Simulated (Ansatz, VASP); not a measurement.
## CuI2: VASP beside Ansatz

Contents of INCAR:

```
SYSTEM = CuI2
PREC = Accurate ; ENCUT = 520
EDIFF = 1E-6 ; ISMEAR = -1
SIGMA = 0.0284 ; LREAL = .FALSE.
LASPH = .TRUE. ; NELM = 150
ALGO = Normal ; ISIF = 2
LWAVE = .FALSE. ; LCHARG = .TRUE.
LMAXMIX = 4 ; LDAU = .TRUE.
LDAUTYPE = 2 ; LDAUL = 2 -1
LDAUU = 5 0 ; LDAUJ = 0 0
LDAUPRINT = 1 ; GGA = PE
LELF = .TRUE. ; LVHAR = .TRUE.
NBANDS = 20
```

The input KPOINTS:

```
Automatic mesh
0
G
  5 5 3
  0 0 0
```

File POSCAR:

```
CuI2
1.0
    4.0870190000      0.0000000000      0.0000000000
   -2.0435100000      3.5394630000      0.0000000000
    0.0000000000      0.0000000000      6.7518420000
Cu I
1 2
Direct
    0.0000000000      0.0000000000      0.0000000000
    0.3333000000      0.6667000000      0.7576300000
    0.6667000000      0.3333000000      0.2423700000
```

Input for Ansatz:

```yaml
crystal:
  lattice:
    - [4.087019, 0.0, 0.0]
    - [-2.04351, 3.539463, 0.0]
    - [0.0, 0.0, 6.751842]
  atoms:
    - { symbol: Cu, position: [0.0, 0.0, 0.0] }
    - { symbol: I, position: [0.3333, 0.6667, 0.75763] }
    - { symbol: I, position: [0.6667, 0.3333, 0.24237] }
  symmetry: { tolerance: 0.0003 }
kpoints:
  mp_grid: { grid: [5, 5, 3], shift: [0, 0, 0] }
magnetization:
  spin_polarized: false
scf:
  occupations: { method: fermi_dirac, width: 0.0284 }
  lower_state_search: full
hamiltonian:
  pseudopotentials: { kind: paw }
  xc: pbe
  hubbard: { sites: [{ species: Cu, l: d, u_eff: 5.0 }], double_counting: fll }
basis:
  ecutwfc: 420
output:
  forces: true
  stress: true
  eigenvalues: true
```

Alike in both runs: task single point; functional PBE; k mesh 5 × 5 × 3; occupations fermi-dirac, width 0.0284 eV; no spin polarisation; Hubbard terms Cu d U = 5.0 eV.

```csv
,VASP,Ansatz
version,VASP 6.6.1,Ansatz 0.2.0
potentials or method,"VASP PAW PBE potentials, release 64 (Cu, I), cutoff 520 eV",PAW plane waves
valence electrons in the cell,25,53
```

```csv
,VASP,Ansatz,Ansatz less VASP
gap on the k mesh at the Fermi level (eV),none,none,-
pressure (GPa),-2.2,-2.1,+0.11
"traceless stress, the component that is largest in VASP (GPa)",0.85,0.78,-0.066
rms of the force components (eV/Å),0.172,0.156,-0.0160
```

The programs project onto different local orbitals, so the same U acts differently, and such runs can settle in different states. Atom by atom the forces differ by 0.016 eV/Å (rms over components). A gap of «none» marks a metal or a gap that the smearing closes. VASP's potentials hold 25 valence electrons a cell and Ansatz's 53, so a difference there can come from the potentials and not from the codes. Ansatz's warnings: filled band counts differ across k points, structure snapped to symmetry.

Neither program's run includes spin-orbit coupling.
